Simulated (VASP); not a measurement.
A run of VASP 6.6.1:

File POSCAR:

```
W
1.0
   -1.5153286575      1.5983603647      1.5983603647
    1.5983603647     -1.5153286575      1.5983603647
    1.5983603647      1.5983603647     -1.5153286575
W
1
Direct
    0.0000000000      0.0000000000      0.0000000000
```

INCAR.step1

```
SYSTEM = W
ALGO     = Normal         ! electronic algorithm
EDIFF    = 1E-4           ! SCF threshold, eV
ENCUT    = 520            ! plane-wave cutoff, eV
GGA      = PE             ! functional
ISMEAR   = 0              ! smearing method
LASPH    = .True.         ! aspherical terms in the spheres
LCHARG   = .False.        ! write CHGCAR
LREAL    = .False.        ! projectors in reciprocal space
LWAVE    = .True.         ! write WAVECAR
NBANDS   = 13             ! bands
NELM     = 80             ! most SCF steps
PREC     = Accurate       ! precision mode
SIGMA    = 0.15           ! smearing width, eV
```

Contents of INCAR.step2:

```
SYSTEM = W
ALGO     = Normal         ! electronic algorithm
EDIFF    = 1E-6           ! SCF threshold, eV
ENCUT    = 520            ! plane-wave cutoff, eV
ISIF     = 2              ! what is computed and relaxed
ISMEAR   = 0              ! smearing method
ISTART   = 1            
LASPH    = .True.         ! aspherical terms in the spheres
LCHARG   = .False.        ! write CHGCAR
LMIXTAU  = .True.       
LREAL    = .False.        ! projectors in reciprocal space
LWAVE    = .False.        ! write WAVECAR
METAGGA  = R2SCAN         ! meta-GGA
NBANDS   = 13             ! bands
NELM     = 80             ! most SCF steps
PREC     = Accurate       ! precision mode
SIGMA    = 0.15           ! smearing width, eV
```

File KPOINTS:

```
k-points
0
Gamma
  24 24 24
  0 0 0
```

Potentials or basis: VASP PAW PBE potentials, release 64 (W_sv).

Command:

```sh
$ cat potpaw_PBE.64/W_sv/POTCAR > POTCAR
$ cp INCAR.step1 INCAR
$ mpirun -np 1 vasp_std > vasp.out
$ cp INCAR.step2 INCAR
$ mpirun -np 1 vasp_std > vasp.out
```

Hardware: 1 thread of Oxide Virtual Turin-like Processor, on a shared host.

How long does it take, and how much memory?

Run time: 9.9 min on 1 thread of Oxide Virtual Turin-like Processor, with other jobs on the host, peak memory 0.31 GiB. Counts: k points 1313.
